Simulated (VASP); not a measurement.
# LiH in VASP: settings compared, part 2 of 2

VASP 6.6.1. Earlier steps stand in the parts before.

## 3. Single point, r2SCAN

The input, POSCAR:

```
LiH
1.0
    3.2558279323      0.0000000000      0.0000000000
   -1.6279139661      2.8196296997      0.0000000000
    0.0000000000      0.0000000000      4.0684430705
Li H
2 2
Direct
    0.3333333333      0.6666666667     -0.0625093483
    0.6666666667      0.3333333333      0.4374906517
    0.3333333333      0.6666666667      0.4375093483
    0.6666666667      0.3333333333      0.9375093483
```

The input, INCAR.step1:

```
SYSTEM = LiH
PREC = Accurate
ENCUT = 520
ISMEAR = 0
SIGMA = 0.01
LREAL = .FALSE.
LASPH = .TRUE.
NELM = 60
NBANDS = 12
GGA = PE
ALGO = Normal
EDIFF = 1E-4
LWAVE = .TRUE.
LCHARG = .FALSE.
```

The input, INCAR.step2:

```
SYSTEM = LiH
PREC = Accurate
ENCUT = 520
EDIFF = 1E-6
ISMEAR = 0
SIGMA = 0.01
LREAL = .FALSE.
LASPH = .TRUE.
NELM = 60
ALGO = Normal
ISIF = 2
LWAVE = .FALSE.
LCHARG = .FALSE.
METAGGA = R2SCAN
LMIXTAU = .TRUE.
NBANDS = 12
ISTART = 1
```

The input, KPOINTS:

```
Automatic mesh
0
G
  12 12 6
  0 0 0
```

Potentials or basis: VASP PAW PBE potentials, release 64 (Li_sv, H).

The run is started by

```sh
$ cat potpaw_PBE.64/Li_sv/POTCAR potpaw_PBE.64/H/POTCAR > POTCAR
$ cp INCAR.step1 INCAR
$ mpirun -np 1 vasp_std > vasp.out
$ cp INCAR.step2 INCAR
$ mpirun -np 1 vasp_std > vasp.out
```

It took 62 s on 1 thread of AMD EPYC 9R45 (Zen 5), shared host; peak memory 0.13 GiB.

Results (log left out):

* Free energy: -13.5349 eV
* Largest force: 0.034 eV/Å
* Band gap on the k mesh: 2.30 eV, indirect (least direct gap 3.61 eV)

Forces on the atoms (eV/Å):
```
Li   0.000  0.000 -0.034
Li   0.000  0.000 -0.034
H    0.000  0.000  0.034
H    0.000  0.000  0.034
```

Levels at points of the mesh, in eV from the valence-band top:
```csv
k point,band 2,band 3,band 4,band 5,band 6,band 7
"(0.00, 0.00, 0.00)",-46.00,-5.27,0.00,3.61,11.63,11.63
"(0.50, 0.00, 0.00)",-46.01,-2.84,-2.04,4.95,7.46,7.99
"(0.00, 0.00, 0.50)",-46.03,-3.73,-3.73,10.33,10.33,13.85
"(0.50, 0.00, 0.50)",-46.02,-2.47,-2.47,4.88,4.88,10.29
```

Caveat: the cutoff is under 1.25 times the usual one of these potentials, so pressure, stress and relaxed cells hold a basis-set (Pulay) error; the PAW data sets were made with another functional, which shifts forces and pressure a little. r2SCAN opens gaps a little over a GGA but as a rule still falls short of measured ones.

## 4. Relaxation of cell and atoms, PBEsol

The input, INCAR:

```
SYSTEM = LiH
ALGO = Normal
EDIFF = 1E-6
EDIFFG = -0.005
ENCUT = 600
GGA = PS
IBRION = 2
ISIF = 3
ISMEAR = -1
LASPH = .TRUE.
LCHARG = .FALSE.
LREAL = .FALSE.
LWAVE = .FALSE.
NELM = 60
NSW = 80
PREC = Accurate
SIGMA = 0.02
```

The input, KPOINTS:

```
k-points
0
G
  12 12 6
  0 0 0
```

The input, POSCAR:

```
LiH
1.0
    3.2555995101      0.0000000000      0.0000000000
   -1.6277997550      2.8194318803      0.0000000000
    0.0000000000      0.0000000000      4.0723651787
Li H
2 2
Direct
    0.3333333333      0.6666666667     -0.0625138254
    0.6666666667      0.3333333333      0.4374861746
    0.3333333333      0.6666666667      0.4375138254
    0.6666666667      0.3333333333      0.9375138254
```

Potentials or basis: VASP PAW PBE potentials, release 64 (Li_sv, H).

The run is started by

```sh
$ cat potpaw_PBE.64/Li_sv/POTCAR potpaw_PBE.64/H/POTCAR > POTCAR
$ mpirun -np 1 vasp_std > vasp.out
```

OUTCAR:

```text
SYSTEM = LiH
   EDIFF = 1E-6
   EDIFFG = -0.005
   ENCUT = 600
   GGA = PS
   IBRION = 2
   ISIF = 3
   ISMEAR = -1
   LASPH = .TRUE.
   LREAL = .FALSE.
   NELM = 60
   NSW = 80
   PREC = Accurate

 ion  position               nearest neighbor table
   1  0.333  0.667  0.937-
   2  0.667  0.333  0.437-
   3  0.333  0.667  0.438-
   4  0.667  0.333  0.938-

  LATTYP: Found a hexagonal cell.
 ALAT       =     3.2555995101
 C/A-ratio  =     1.2508802652

  Lattice vectors:

 A1 = (   3.2555995101,   0.0000000000,   0.0000000000)
 A2 = (  -1.6277997550,   2.8194318803,   0.0000000000)
 A3 = (   0.0000000000,   0.0000000000,   4.0723651787)

Analysis of symmetry for initial positions (statically):
=====================================================================
 Subroutine PRICEL returns:
 Original cell was already a primitive cell.

 Routine SETGRP: Setting up the symmetry group for a
 hexagonal supercell.

 Subroutine GETGRP returns: Found 12 space group operations
 (whereof  6 operations were pure point group operations)
 out of a pool of 24 trial point group operations.

[... 175 lines left out ...]
  --------------------------------------------------------------------------------------
  -------------------------------------------------------------------------------------
  Total       -0.1599739     -0.1599739     -0.1788752     -0.0000000      0.0000000      0.0000000
  in kB       -6.8567838     -6.8567838     -7.6669287     -0.0000000      0.0000000      0.0000000
  external PRESSURE =      -7.1268321 kB  Pullay stress =       0.0000000 kB
[... 63 lines left out ...]
--------------------------------------- Ionic step        3  -------------------------------------------

 number of electron       7.9999999 magnetization

 Free energy of the ion-electron system (eV)
  ---------------------------------------------------
  ext. energy  EPLUGINS =         0.00000000
  ---------------------------------------------------
  free energy    TOTEN  =       -12.09716527 eV

  energy without entropy =      -12.09716527  energy(sigma->0) =      -12.09716527

 E-fermi :   0.5377     XC(G=0):  -8.0830

 val. band max:        0.0013835402   @ k =   0.0000   0.0000   0.0000
 cond. band min:       1.5108238637   @ k =   0.3333   0.3333   0.0000
 fundamental gap:      1.5094403234
 Fermi energy:         0.5376646271

 k-point     1 :       0.0000    0.0000    0.0000
  band No.  band energies     occupation
      1     -44.0338      2.00000
      2     -43.9667      2.00000
      3      -5.4364      2.00000
      4       0.0014      2.00000
      5       2.8122      0.00000
      6      10.6093      0.00000
      7      10.6093      0.00000
      8      11.3629      0.00000
[... 243 lines left out ...]
 k-point    24 :       0.3333    0.0000    0.1667
  band No.  band energies     occupation
      1     -44.0103      2.00000
      2     -43.9769      2.00000
      3      -3.9954      2.00000
      4      -1.3637      2.00000
      5       4.3905      0.00000
      6       6.2053      0.00000
      7       7.8940      0.00000
      8       9.0052      0.00000

 [... further k-points ...]
[... 5 lines left out ...]
  --------------------------------------------------------------------------------------
  -------------------------------------------------------------------------------------
  Total        0.0005452      0.0005452     -0.0028395      0.0000000     -0.0000000      0.0000000
  in kB        0.0239406      0.0239406     -0.1246825      0.0000000     -0.0000000      0.0000000
  external PRESSURE =      -0.0256005 kB  Pullay stress =       0.0000000 kB
[... 19 lines left out ...]
  FREE ENERGIE OF THE ION-ELECTRON SYSTEM (eV)
  ---------------------------------------------------
  free  energy   TOTEN  =       -12.0971652683 eV

  energy  without entropy=      -12.0971652683  energy(sigma->0) =      -12.09716527

 reached required accuracy - stopping structural energy minimisation
```

It took 32 s on 1 thread of AMD EPYC 9R45 (Zen 5), shared host; peak memory 0.14 GiB.

What came out:

```yaml
Free_energy: -12.0972 eV
Relaxed_volume: 9.12 Å³/atom
Relaxed_cell: a = 3.230 Å, b = 3.230 Å, c = 4.037 Å, α = 90.00°, β = 90.00°, γ = 120.00°
Space_group_after_relaxing_to_0.05_Å: P6_3/mmc (No. 194)
Energy_gained_by_relaxing: 0.5 meV/atom
Ionic_steps: 3
Pressure_after_relaxing: 0.0 GPa
Band_gap_on_the_k_mesh: 1.51 eV, indirect (least direct gap 2.81 eV)
```

The path:
| step | energy change (eV) | largest force (eV/Å) | pressure (GPa) | volume (Å³) |
| --- | --- | --- | --- | --- |
| 1 | 0.0000 | 0.0001 | -0.71 | 37.38 |
| 2 | -0.0009 | 0.0001 | -0.54 | 37.16 |
| 3 | -0.0020 | 0.0001 | 0.00 | 36.49 |

Final structure:
```cif
data_structure
_symmetry_space_group_name_H-M 'P 1'
_symmetry_Int_Tables_number 1
_cell_length_a 3.2305
_cell_length_b 3.2305
_cell_length_c 4.0372
_cell_angle_alpha 90.000
_cell_angle_beta 90.000
_cell_angle_gamma 120.000
_cell_volume 36.49
loop_
_atom_site_label
_atom_site_type_symbol
_atom_site_fract_x
_atom_site_fract_y
_atom_site_fract_z
_atom_site_occupancy
Li1 Li 0.33333 0.66667 0.93749 1
Li2 Li 0.66667 0.33333 0.43749 1
H1 H 0.33333 0.66667 0.43751 1
H2 H 0.66667 0.33333 0.93751 1
```

Caveat: the cutoff is under 1.25 times the usual one of these potentials, so pressure, stress and relaxed cells hold a basis-set (Pulay) error; the PAW data sets were made with another functional, which shifts forces and pressure a little.

## 5. Relaxation of cell and atoms, LDA

The input, INCAR:

```
PREC = Accurate ; ENCUT = 600
EDIFF = 1E-6 ; ISMEAR = -1
SIGMA = 0.02 ; LREAL = False
LASPH = True ; NELM = 80
ALGO = Normal ; ISIF = 3
LWAVE = False ; LCHARG = False
GGA = CA ; IBRION = 2
NSW = 80 ; EDIFFG = -0.005
```

The input, KPOINTS:

```
regular mesh
0
Gamma
  12 12 6
```

POSCAR is that of step 4.

Potentials or basis: VASP PAW LDA potentials, release 64 (Li_sv, H).

The run is started by

```sh
$ cat potpaw_LDA.64/Li_sv/POTCAR potpaw_LDA.64/H/POTCAR > POTCAR
$ mpirun -np 1 vasp_std > vasp.out
```

It took 32 s on 1 thread of AMD EPYC 9R45 (Zen 5), shared host; peak memory 0.12 GiB.

Results (log left out):

| Item | Value |
| --- | --- |
| Free energy | -12.8371 eV |
| Relaxed volume | 8.61 Å³/atom |
| Relaxed cell | a = 3.171 Å, b = 3.171 Å, c = 3.957 Å, α = 90.00°, β = 90.00°, γ = 120.00° |
| Space group after relaxing (to 0.05 Å) | P6_3/mmc (No. 194) |
| Energy gained by relaxing | 5.7 meV/atom |
| Ionic steps | 4 |
| Pressure after relaxing | 0.0 GPa |
| Band gap on the k mesh | 1.26 eV, indirect (least direct gap 2.60 eV) |

Step by step:
| step | energy change (eV) | largest force (eV/Å) | pressure (GPa) | volume (Å³) |
| --- | --- | --- | --- | --- |
| 1 | 0.0000 | 0.0001 | -2.35 | 37.38 |
| 2 | -0.0097 | 0.0001 | -1.84 | 36.64 |
| 3 | -0.0224 | 0.0001 | -0.28 | 34.77 |
| 4 | -0.0226 | 0.0001 | 0.02 | 34.46 |

Final structure:
```
Li H
1.0
     3.17104    0.00000    0.00000
    -1.58552    2.74620    0.00000
     0.00000    0.00000    3.95695
Li H
2 2
Direct
  0.33333 0.66667 0.93749
  0.66667 0.33333 0.43749
  0.33333 0.66667 0.43751
  0.66667 0.33333 0.93751
```

Levels at points of the mesh, in eV from the valence-band top:
```
           k point  band 1  band 2  band 3  band 4  band 5  band 6  band 7  band 8
(0.00, 0.00, 0.00)  -43.79  -43.70   -5.69    0.00    2.60   10.60   10.60   11.78
(0.50, 0.00, 0.00)  -43.75  -43.72   -3.09   -2.44    4.37    6.50    7.03    8.47
(0.00, 0.00, 0.50)  -43.75  -43.75   -4.14   -4.14    9.91    9.91   12.71   12.71
(0.50, 0.00, 0.50)  -43.73  -43.73   -2.78   -2.78    4.02    4.02    9.34    9.34
```

Caveat: the cutoff is under 1.25 times the usual one of these potentials, so pressure, stress and relaxed cells hold a basis-set (Pulay) error. A k mesh can miss the band edges.

## 6. The runs side by side

```tsv
task	level	potentials or basis	cell	cutoff (eV)	smearing	gap on the mesh (eV)	pressure (GPa)	relaxed volume (Å³/atom)	largest force (eV/Å)
single point	r2SCAN	VASP PAW PBE potentials, release 64 (Li_sv, H)	a = 3.256, b = 3.256, c = 4.068 Å, angles 90.0, 90.0, 120.0°, 4 atoms	520	fermi-dirac 0.02 eV	2.30	-	-	0.03
single point	r2SCAN	VASP PAW PBE potentials, release 64 (Li_sv, H)	a = 3.256, b = 3.256, c = 4.068 Å, angles 90.0, 90.0, 120.0°, 4 atoms	520	gaussian 0.01 eV	2.30	-	-	0.03
relaxation of cell and atoms	PBEsol	VASP PAW PBE potentials, release 64 (Li_sv, H)	relaxed from a = 3.256, b = 3.256, c = 4.072 Å, angles 90.0, 90.0, 120.0°, 4 atoms	600	fermi-dirac 0.02 eV	1.51	0.0	9.12	-
relaxation of cell and atoms	LDA	VASP PAW LDA potentials, release 64 (Li_sv, H)	relaxed from a = 3.256, b = 3.256, c = 4.072 Å, angles 90.0, 90.0, 120.0°, 4 atoms	600	fermi-dirac 0.02 eV	1.26	0.0	8.61	-
```

Alike in all rows: no spin polarisation; k mesh 12 × 12 × 6.

Caveats: the cutoff is under 1.25 times the usual one of these potentials, so pressure, stress and relaxed cells hold a basis-set (Pulay) error; the PAW data sets were made with another functional, which shifts forces and pressure a little (some runs).

Total energies depend on the potentials used, so only differences within one code and one set of settings carry meaning.
